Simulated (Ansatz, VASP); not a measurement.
## Zr in VASP and in Ansatz

```
Zr
1.0
     0.00000    2.94408    2.94408
     2.94408    0.00000    2.94408
     2.94408    2.94408    0.00000
Zr
2
Direct
  0.12500 0.12500 0.12500
  0.87500 0.87500 0.87500
```

Alike in both runs: task single point; functional LDA; k mesh 10 × 10 × 10; occupations fermi-dirac, width 0.1 eV; no spin polarisation.

|  | VASP | Ansatz |
| --- | --- | --- |
| version | VASP 6.6.1 | Ansatz 0.2.0 |
| potentials or method | VASP PAW LDA potentials, release 64 (Zr_sv), cutoff 520 eV | plane waves (420 eV) with PAW, scalar-relativistic |
| valence electrons in the cell | 24 | 24 |

Ansatz gave:

```
pressure (GPa) : 4.0
```

Problem. Estimate VASP's values.

Solution. Pressure (GPa): 4.1.

Ansatz warns that its potentials were made for another functional, while VASP's fit it. LDA's correlation is that of Perdew and Zunger in VASP and of Perdew and Wang (1992) in Ansatz.
